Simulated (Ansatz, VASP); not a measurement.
PbO in VASP and in Ansatz

INCAR

```
ALGO = Normal ; EDIFF = 1E-6
ENCUT = 520 ; GGA = PE
ISIF = 2 ; ISMEAR = -1
LASPH = True ; LCHARG = False
LREAL = False ; LWAVE = False
NBANDS = 17 ; NELM = 60
PREC = Accurate ; SIGMA = 0.05
```

File KPOINTS:

```
k-points
0
Gamma
  13 13 13
```

POSCAR

```
PbO
1.0
    2.7113810880      0.0000000000      0.0000000000
    0.0000000000      2.7113810880      0.0000000000
    0.0000000000      0.0000000000      2.7113810880
Pb O
1 1
Direct
    0.0000000000      0.0000000000      0.0000000000
    0.5000000000      0.5000000000      0.5000000000
```

Input for Ansatz:

```yaml
crystal:
  lattice:
    - [2.711381088, 0.0, 0.0]
    - [0.0, 2.711381088, 0.0]
    - [0.0, 0.0, 2.711381088]
  atoms:
    - { symbol: Pb, position: [0.0, 0.0, 0.0] }
    - { symbol: O, position: [0.5, 0.5, 0.5] }
kpoints:
  mp_grid: { grid: [13, 13, 13] }
  band_path:
    path:
      - [0.0, 0.0, 0.0]
      - [0.0, 0.5, 0.0]
      - [0.5, 0.5, 0.0]
      - [0.0, 0.0, 0.0]
      - [0.5, 0.5, 0.5]
      - [0.0, 0.5, 0.0]
      - [0.5, 0.5, 0.5]
      - [0.5, 0.5, 0.0]
    npoints: 8
scf:
  occupations: { method: fermi_dirac, width: 0.05 }
hamiltonian:
  xc: pbe
  pseudopotentials: { kind: all_electron, lapw: { basis_error: 0.001 } }
output:
  forces: true
  stress: true
  eigenvalues: true
  populations: true
  dos: { projected: true, de: 0.2, e_range: [-14, 8] }
```

Change from the starting cell: volume scaled by 0.6, LAPW.

Alike in both runs: task single point; functional PBE; k mesh 13 × 13 × 13; occupations fermi-dirac, width 0.05 eV; no spin polarisation.

|  | VASP | Ansatz |
| --- | --- | --- |
| version | VASP 6.6.1 | Ansatz 0.2.0 |
| potentials or method | VASP PAW PBE potentials, release 64 (Pb_d, O), cutoff 520 eV | all-electron LAPW, scalar-relativistic |

```tsv
	VASP	Ansatz	Ansatz less VASP
pressure (GPa)	158.5	158.0	-0.53
```

Both programs put the cell under a high pressure, so it lies far from rest at this level. Ansatz ran all-electron here, and VASP with PAW potentials.

Spin-orbit coupling is off throughout. Noted on VASP's run: the cell as given lies far from equilibrium.
